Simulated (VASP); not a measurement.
# ZrAl2N3 (I4/mmm) in VASP: further runs, part 2 of 2

VASP 6.6.1. The steps go on from the part before.

### 3 Single point, PBE

This run uses another cell than the first one, of 13.17 Å³/atom.

Input file INCAR:

```
PREC     = Accurate       # precision mode
ENCUT    = 520            # plane-wave cutoff, eV
EDIFF    = 1E-6           # SCF threshold, eV
ISMEAR   = 0              # smearing method
SIGMA    = 0.1            # smearing width, eV
LREAL    = False          # projectors in reciprocal space
LASPH    = True           # aspherical terms in the spheres
NELM     = 80             # most SCF steps
ALGO     = Normal         # electronic algorithm
ISIF     = 2              # what is computed and relaxed
LWAVE    = False          # write WAVECAR
LCHARG   = False          # write CHGCAR
GGA      = PE             # functional
NBANDS   = 26             # bands
```

Input file KPOINTS:

```
regular mesh
0
Gamma
  8 8 8
```

Input file POSCAR:

```
ZrAl2N3
1.0
   -1.6697703000      1.6697703000      7.0842354300
    1.6697703000     -1.6697703000      7.0842354300
    1.6697703000      1.6697703000     -7.0842354300
Zr Al N
1 2 3
Direct
    0.5000000000      0.5000000000      0.0000000000
    0.8333333300      0.8333333300      0.0000000000
    0.1666666700      0.1666666700      0.0000000000
    0.6666666700      0.6666666700      0.0000000000
    0.3333333300      0.3333333300      0.0000000000
    0.0000000000      0.0000000000      0.0000000000
```

Potentials or basis: VASP PAW PBE potentials, release 64 (Zr_sv, Al, N).

The run is started by

```
cat potpaw_PBE.64/Zr_sv/POTCAR potpaw_PBE.64/Al/POTCAR potpaw_PBE.64/N/POTCAR > POTCAR
mpirun -np 1 vasp_std > vasp.out
```

OUTCAR:

```text
PREC = Accurate
   ENCUT = 520
   EDIFF = 1E-6
   ISMEAR = 0
   LREAL = False
   LASPH = True
   NELM = 80
   ISIF = 2
   GGA = PE

 ion  position               nearest neighbor table
   1  0.500  0.500  0.000-   6 2.36   6 2.36   6 2.36   6 2.36   5 2.36   4 2.36   3 3.34   2 3.34
                             3 3.34   2 3.34   3 3.34   2 3.34   2 3.34   3 3.34
   2  0.833  0.833  0.000-   4 2.36   5 2.36   5 2.36   5 2.36   5 2.36   6 2.36   3 3.34   3 3.34
                             3 3.34   3 3.34   1 3.34   1 3.34   1 3.34   1 3.34
   3  0.167  0.167  0.000-   5 2.36   4 2.36   4 2.36   4 2.36   4 2.36   6 2.36   2 3.34   2 3.34
                             2 3.34   2 3.34   1 3.34   1 3.34   1 3.34   1 3.34
   4  0.667  0.667  0.000-   2 2.36   3 2.36   3 2.36   3 2.36   3 2.36   1 2.36
   5  0.333  0.333  0.000-   3 2.36   2 2.36   2 2.36   2 2.36   2 2.36   1 2.36
   6  0.000  0.000  0.000-   1 2.36   1 2.36   1 2.36   1 2.36   3 2.36   2 2.36

  LATTYP: Found a body centered tetragonal cell.
 ALAT       =     3.3395406000
 C/A-ratio  =     4.2426406973

  Lattice vectors:

 A1 = (  -1.6697703000,   1.6697703000,   7.0842354300)
 A2 = (   1.6697703000,  -1.6697703000,   7.0842354300)
 A3 = (   1.6697703000,   1.6697703000,  -7.0842354300)

Analysis of symmetry for initial positions (statically):
=====================================================================
 Subroutine PRICEL returns:
 Original cell was already a primitive cell.

 Routine SETGRP: Setting up the symmetry group for a
 body centered tetragonal supercell.

 Subroutine GETGRP returns: Found 16 space group operations
 (whereof 16 operations were pure point group operations)
 out of a pool of 16 trial point group operations.

The static configuration has the point symmetry D_4h.

Analysis of symmetry for dynamics (positions and initial velocities):
=====================================================================
 Subroutine PRICEL returns:
 Original cell was already a primitive cell.

 Routine SETGRP: Setting up the symmetry group for a
 body centered tetragonal supercell.

 Subroutine GETGRP returns: Found 16 space group operations
 (whereof 16 operations were pure point group operations)
 out of a pool of 16 trial point group operations.

The dynamic configuration has the point symmetry D_4h.

 Subroutine INISYM returns: Found 16 space group operations
 (whereof 16 operations are pure point group operations),
 and found     1 'primitive' translations

----------------------------------------------------------------------------------------

                                     Primitive cell

  volume of cell :      79.0072

  direct lattice vectors                    reciprocal lattice vectors
    -1.669770300  1.669770300  7.084235430     0.000000000  0.299442384  0.070579247
     1.669770300 -1.669770300  7.084235430     0.299442384  0.000000000  0.070579247
     1.669770300  1.669770300 -7.084235430     0.299442384  0.299442384  0.000000000

  length of vectors
     7.467439811  7.467439811  7.467439811     0.307647805  0.307647805  0.423475481

  position of ions in fractional coordinates (direct lattice)
     0.500000000  0.500000000  0.000000000
     0.833333330  0.833333330  0.000000000
     0.166666670  0.166666670  0.000000000
     0.666666670  0.666666670  0.000000000
     0.333333330  0.333333330  0.000000000
     0.000000000  0.000000000  0.000000000

  ion indices of the primitive-cell ions
   primitive index   ion index
                 1           1
[... 56 lines left out ...]
  0.250000  0.125000  0.125000     16.000000
  0.375000  0.125000  0.125000      8.000000
 [... further k-points ...]
   k-points           NKPTS =     59   k-points in BZ     NKDIM =     59   number of bands    NBANDS=     26
   number of dos      NEDOS =    301   number of ions     NIONS =      6
   total plane-waves  NPLWV = 175616
   dimension x,y,z NGX =    56 NGY =   56 NGZ =   56
   dimension x,y,z NGXF=   112 NGYF=  112 NGZF=  112
   ions per type =               1   2   3
   NGX,Y,Z   is equivalent  to a cutoff of  12.47, 12.47, 12.47 a.u.
   NGXF,Y,Z  is equivalent  to a cutoff of  24.93, 24.93, 24.93 a.u.
 SYSTEM =  unknown system
   PREC   = accura    normal or accurate (medium, high low for compatibility)
   ISTART =      0    job   : 0-new  1-cont  2-samecut
   ICHARG =      2    charge: 1-file 2-atom 10-const
   ISPIN  =      1    spin polarized calculation?
   LNONCOLLINEAR =      F non collinear calculations
   LSORBIT =      F    spin-orbit coupling
   LASPH  =      T    aspherical Exc in radial PAW
   ENCUT  =  520.0 eV  38.22 Ry    6.18 a.u.  13.88 13.88 13.88*2*pi/ulx,y,z
   NELM   =     80;   NELMIN=  2; NELMDL= -5     # of ELM steps
   EDIFF  = 0.1E-05   stopping-criterion for ELM
   LREAL  =      F    real-space projection
   EDIFFG = 0.1E-04   stopping-criterion for IOM
   NSW    =      0    number of steps for IOM
   IBRION =     -1    ionic relax: 0-MD 1-quasi-New 2-CG
   NFREE  =      0    steps in history (QN), initial steepest desc. (CG)
   ISIF   =      2    stress and relaxation
   ISYM   =      2    0-nonsym 1-usesym 2-fastsym
   POTIM  = 0.5000    time-step for ionic-motion
   TEBEG  =    0.0;   TEEND  =   0.0 temperature during run
   PSTRESS=    0.0 pullay stress
   NELECT =      33.0000    total number of electrons
   NUPDOWN=      -1.0000    fix difference up-down
   EMIN   =  10.00;   EMAX   =-10.00  energy-range for DOS
   EFERMI =   0.00;   METHOD = LEGACY
   ISMEAR =     0;   SIGMA  =   0.10  broadening in eV -4-tet -1-fermi 0-gaus
   EFERMI_NEDOS =   21; number of points for ismear=-14 and -15
   IALGO  =     38    algorithm
   IMIX   =      4    mixing-type and parameters
     AMIX     =   0.40;   BMIX     =  1.00
     AMIX_MAG =   1.60;   BMIX_MAG =  1.00
  volume/ion in A,a.u.               =      13.17        88.86
  Fermi-wavevector in a.u.,A,eV,Ry     =   1.223744  2.312541 20.375405  1.497550
  Thomas-Fermi vector in A             =   2.358844
   LORBIT       =      0    0 simple, 1 ext, 2 COOP (PROOUT), +10 PAW based schemes
   GGA     = PE    functional components
   LHFCALC =     F    Hartree Fock is set to
   AEXX    =    0.0000 exact exchange contribution
   IVDW    =     0    specifies the selected vdW correction
   LEPSILON=     F    determine dielectric tensor
   LRPA    =     F    only Hartree local field effects (RPA)
 non-spin polarized calculation
 Gauss-broadening in eV      SIGMA  =   0.10
  energy-cutoff  :      520.00
  volume of cell :       79.01
 maximum number of plane-waves:      2159
   NGX = 27   NGY = 27   NGZ = 27

 number of electron      32.9999999 magnetization

 Free energy of the ion-electron system (eV)
  ---------------------------------------------------
  ext. energy  EPLUGINS =         0.00000000
  ---------------------------------------------------
  free energy    TOTEN  =       -45.07589492 eV

  energy without entropy =      -45.06803292  energy(sigma->0) =      -45.07196392

 E-fermi :   8.4206     XC(G=0): -10.8746

 val. band max:        8.4135347008   @ k =   0.2500   0.2500   0.1250
 cond. band min:       8.4334336923   @ k =   0.5000   0.2500   0.1250
 fundamental gap:      0.0198989915
 Fermi energy:         8.4206321437

 k-point     1 :       0.0000    0.0000    0.0000
  band No.  band energies     occupation
      1     -41.8274      2.00000
      2     -19.9497      2.00000
      3     -19.6452      2.00000
      4     -19.6452      2.00000
      5      -7.7735      2.00000
      6      -6.7456      2.00000
[... 685 lines left out ...]
     25      13.6494      0.00000
     26      14.1619      0.00000

 [... further k-points ...]

------------------------ aborting loop because EDIFF is reached ----------------------------------------

  FORCE on cell =-STRESS in cart. coord.  units (eV):
  Direction    XX          YY          ZZ          XY          YZ          ZX
  --------------------------------------------------------------------------------------
  -------------------------------------------------------------------------------------
  Total      -15.7534382    -15.7534382    -15.4290631      0.0000000      0.0000000      0.0000000
  in kB     -319.4622131   -319.4622131   -312.8842468      0.0000000      0.0000000      0.0000000
  external PRESSURE =    -317.2695577 kB  Pullay stress =       0.0000000 kB

 VOLUME and BASIS-vectors are now :
 -----------------------------------------------------------------------------
  energy-cutoff  :      520.00
  volume of cell :       79.01
      direct lattice vectors                 reciprocal lattice vectors
    -1.669770300  1.669770300  7.084235430     0.000000000  0.299442384  0.070579247
     1.669770300 -1.669770300  7.084235430     0.299442384  0.000000000  0.070579247
     1.669770300  1.669770300 -7.084235430     0.299442384  0.299442384  0.000000000

 POSITION                                       TOTAL-FORCE (eV/Angst)
 -----------------------------------------------------------------------------------
      0.00000      0.00000      7.08424         0.000000      0.000000     -0.000000
      0.00000      0.00000     11.80706         0.000000      0.000000     -0.724968
      0.00000      0.00000      2.36141        -0.000000     -0.000000      0.724968
      0.00000      0.00000      9.44565         0.000000      0.000000      0.390694
      0.00000      0.00000      4.72282        -0.000000     -0.000000     -0.390694
      0.00000      0.00000      0.00000         0.000000      0.000000     -0.000000
 -----------------------------------------------------------------------------------
    total drift:                                0.000000     -0.000000      0.000000

  FREE ENERGIE OF THE ION-ELECTRON SYSTEM (eV)
  ---------------------------------------------------
  free  energy   TOTEN  =       -45.0758949189 eV

  energy  without entropy=      -45.0680329151  energy(sigma->0) =      -45.07196392
```

Wall time 11 min (1 thread of Intel Xeon 8259CL, shared host); peak memory 0.48 GiB.

Results:

```yaml
Free_energy: -45.0759 eV
Pressure: -31.7 GPa
Largest_force: 0.725 eV/Å
Band_gap_on_the_k_mesh: zero (an odd number of electrons rules out a gap without spin polarisation)
```

Forces in eV/Å, atoms in the order of the input:
```
Zr   0.000  0.000  0.000
Al   0.000  0.000 -0.725
Al   0.000  0.000  0.725
N    0.000  0.000  0.391
N    0.000  0.000 -0.391
N    0.000  0.000  0.000
```

Levels at points of the mesh, in eV from the Fermi level:
```tsv
k point	band 14	band 15	band 16	band 17	band 18	band 19
(0.00, 0.00, 0.00)	-2.32	-2.32	-2.26	-2.15	-1.52	0.64
(0.50, 0.00, 0.00)	-3.46	-2.94	-2.71	1.52	1.68	2.08
(0.50, 0.50, 0.00)	-3.69	-3.59	-3.33	-0.69	-0.63	0.16
(0.50, 0.50, 0.50)	-3.10	-2.62	-2.62	-2.16	-0.72	0.69
```

Caveat: the cell stands under tension.

### 4 Relaxation of cell and atoms, PBE

This run uses another cell than the first one, of 13.17 Å³/atom.

Input file INCAR:

```
ALGO = Normal
EDIFF = 1E-6
EDIFFG = -0.04
ENCUT = 600
GGA = PE
IBRION = 2
ISIF = 3
ISMEAR = 0
LASPH = True
LCHARG = False
LREAL = False
LWAVE = False
NELM = 60
NSW = 90
PREC = Accurate
SIGMA = 0.1
```

Input file KPOINTS:

```
k-points
0
Gamma
  8 8 8
```

POSCAR is that of step 3.

The run is started by

```
cat potpaw_PBE.64/Zr_sv/POTCAR potpaw_PBE.64/Al/POTCAR potpaw_PBE.64/N/POTCAR > POTCAR
mpirun -np 1 vasp_std > vasp.out
```

Wall time 60 min (1 thread of Intel Xeon 8259CL, shared host); peak memory 0.65 GiB.

It converged, with:

- Free energy: -47.7227 eV
- Relaxed volume: 10.09 Å³/atom
- Relaxed cell: a = 6.777 Å, b = 6.777 Å, c = 6.777 Å, α = 153.81°, β = 153.81°, γ = 37.38°
- Space group after relaxing (to 0.1 Å): I4/mmm (No. 139)
- Energy gained by relaxing: 440.3 meV/atom
- Ionic steps: 10
- Pressure after relaxing: 0.1 GPa
- Largest force after relaxing: 0.037 eV/Å
- Band gap on the k mesh: zero (an odd number of electrons rules out a gap without spin polarisation)

Forces on the atoms (eV/Å):
```
Zr   0.000  0.000  0.000
Al   0.000  0.000  0.021
Al   0.000  0.000 -0.021
N    0.000  0.000 -0.037
N    0.000  0.000  0.037
N    0.000  0.000  0.000
```

Stress tensor (GPa, compression positive):
```
0.15 0.00 0.00
0.00 0.15 0.00
0.00 0.00 0.04
```

Step by step:
| step | energy change (eV) | largest force (eV/Å) | pressure (GPa) | volume (Å³) |
| --- | --- | --- | --- | --- |
| 1 | 0.0000 | 0.7249 | -31.83 | 79.01 |
| 2 | -1.3399 | 3.3553 | 45.29 | 52.71 |
| 3 | -2.3150 | 2.3798 | -0.49 | 61.10 |
| 4 | -2.3164 | 2.4197 | 0.70 | 60.77 |
| 5 | -2.5876 | 0.5169 | 5.72 | 59.13 |
| 6 | -2.5891 | 0.5340 | 5.24 | 59.24 |
| 7 | -2.6266 | 0.3336 | -3.49 | 61.57 |
| 8 | -2.6368 | 0.2028 | -0.98 | 60.81 |
| 9 | -2.6414 | 0.0801 | 0.40 | 60.50 |
| 10 | -2.6418 | 0.0373 | 0.12 | 60.57 |

Final structure:
```
Zr Al N
1.0
    -1.53573    1.53573    6.41998
     1.53573   -1.53573    6.41998
     1.53573    1.53573   -6.41998
Zr Al N
1 2 3
Direct
  0.50000 0.50000 0.00000
  0.82794 0.82794 0.00000
  0.17206 0.17206 0.00000
  0.67626 0.67626 0.00000
  0.32374 0.32374 0.00000
  0.00000 0.00000 0.00000
```

Levels at points of the mesh, in eV from the Fermi level:
```tsv
k point	band 14	band 15	band 16	band 17	band 18	band 19	band 20
(0.00, 0.00, 0.00)	-3.40	-2.93	-2.82	-2.82	0.12	1.85	1.85
(0.50, 0.00, 0.00)	-4.51	-4.05	-3.84	2.02	2.33	2.73	3.33
(0.50, 0.50, 0.00)	-4.83	-3.94	-3.58	-1.51	-0.14	0.61	2.94
(0.50, 0.50, 0.50)	-3.80	-3.12	-3.12	-2.95	1.00	2.31	2.31
```

Caveat: the volume moved by over 15 % at a fixed basis, so the end points are rough.

### 5 Single point, PBE, collinear spin

Input file INCAR:

```
PREC     = Accurate       # precision mode
ENCUT    = 520            # plane-wave cutoff, eV
EDIFF    = 1E-7           # SCF threshold, eV
ISMEAR   = 0              # smearing method
SIGMA    = 0.1            # smearing width, eV
LREAL    = F              # projectors in reciprocal space
LASPH    = T              # aspherical terms in the spheres
NELM     = 150            # most SCF steps
ALGO     = Normal         # electronic algorithm
ISIF     = 2              # what is computed and relaxed
LWAVE    = F              # write WAVECAR
LCHARG   = F              # write CHGCAR
ISPIN    = 2              # spin polarisation
MAGMOM   = 1 0 0 0 0 0    # initial moments
LORBIT   = 11             # projections on sites
LMAXMIX  = 4              # l up to which the mixer works
GGA      = PE             # functional
NBANDS   = 30             # bands
```

Input file KPOINTS:

```
Automatic mesh
0
Gamma
  8 8 8
```

Input file POSCAR:

```
ZrAl2N3
1.0
   -1.5357888276      1.5357888276      6.4242331623
    1.5357888276     -1.5357888276      6.4242331623
    1.5357888276      1.5357888276     -6.4242331623
Zr Al N
1 2 3
Direct
    0.5000000000      0.5000000000      0.0000000000
    0.8280453558      0.8280453558      0.0000000000
    0.1719546442      0.1719546442      0.0000000000
    0.6761710340      0.6761710340      0.0000000000
    0.3238289660      0.3238289660      0.0000000000
    0.0000000000      0.0000000000      0.0000000000
```

The run is started by

```
cat potpaw_PBE.64/Zr_sv/POTCAR potpaw_PBE.64/Al/POTCAR potpaw_PBE.64/N/POTCAR > POTCAR
mpirun -np 1 vasp_std > vasp.out
```

Run time: 19 min. Hardware: 1 thread of Intel Xeon 8259CL, shared host; peak memory 0.55 GiB.

It converged, with:

| Quantity | Value |
| --- | --- |
| Free energy | -47.6904 eV |
| Pressure | 0.0 GPa |
| Largest force | 0.013 eV/Å |
| Net moment | 0.00 μB per cell |
| Valence electrons inside the program's atomic spheres | Zr 10.05; Al 0.65; N 3.75, 3.79 (each value once) |

Forces in eV/Å, atoms in the order of the input:
```
Zr   0.000  0.000  0.000
Al   0.000  0.000 -0.013
Al   0.000  0.000  0.013
N    0.000  0.000 -0.005
N    0.000  0.000  0.005
N    0.000  0.000  0.000
```

Stress tensor (GPa, compression positive):
```
 0.12  0.00  0.00
 0.00  0.12  0.00
 0.00  0.00 -0.24
```

Levels at points of the mesh, in eV from the Fermi level:
Spin up:
```
           k point  band 13  band 14  band 15  band 16  band 17  band 18  band 19  band 20  band 21  band 22
(0.00, 0.00, 0.00)    -3.77    -3.39    -2.93    -2.82    -2.82     0.11     1.85     1.85     2.69     2.72
(0.50, 0.00, 0.00)    -4.55    -4.51    -4.04    -3.83     2.02     2.33     2.73     3.33     3.69     4.07
(0.50, 0.50, 0.00)    -6.09    -4.82    -3.94    -3.58    -1.50    -0.14     0.60     2.93     4.92     5.11
(0.50, 0.50, 0.50)    -3.79    -3.79    -3.12    -3.12    -2.95     0.99     2.30     2.31     2.31     2.72
```
Spin down:
| k point | band 14 | band 15 | band 16 | band 17 | band 18 | band 19 | band 20 | band 21 |
| --- | --- | --- | --- | --- | --- | --- | --- | --- |
| (0.00, 0.00, 0.00) | -3.39 | -2.93 | -2.82 | -2.82 | 0.11 | 1.85 | 1.85 | 2.69 |
| (0.50, 0.00, 0.00) | -4.51 | -4.04 | -3.83 | 2.02 | 2.33 | 2.73 | 3.33 | 3.69 |
| (0.50, 0.50, 0.00) | -4.82 | -3.94 | -3.58 | -1.50 | -0.14 | 0.60 | 2.93 | 4.92 |
| (0.50, 0.50, 0.50) | -3.79 | -3.12 | -3.12 | -2.95 | 0.99 | 2.30 | 2.31 | 2.31 |

### 6 The runs side by side

| task | spin | cell | cutoff (eV) | gap on the mesh (eV) | pressure (GPa) | largest force (eV/Å) |
| --- | --- | --- | --- | --- | --- | --- |
| single point | off | a = 6.781 Å, angles 153.8, 153.8, 37.4°, 6 atoms, atomic positions A | 520 | none | 0.0 | 0.01 |
| single point | off | a = 7.467 Å, angles 154.2, 154.2, 36.9°, 6 atoms, atomic positions B | 520 | none | -31.7 | 0.72 |
| relaxation of cell and atoms | off | relaxed from a = 7.467 Å, angles 154.2, 154.2, 36.9°, 6 atoms, atomic positions B | 600 | none | 0.1 | 0.04 |
| single point | collinear | a = 6.781 Å, angles 153.8, 153.8, 37.4°, 6 atoms, atomic positions A | 520 | none | 0.0 | 0.01 |

Alike in all rows: level PBE; potentials or basis VASP PAW PBE potentials, release 64 (Zr_sv, Al, N); k mesh 8 × 8 × 8; smearing gaussian 0.1 eV.

Caveats: the cell stands under tension (at least some runs); the volume moved by over 15 % at a fixed basis, so the end points are rough (at least some runs).

Total energies depend on the potentials used, so only differences within one code and one set of settings carry meaning.

The gap in the log of VASP goes by the Fermi energy; the results here count the filled bands.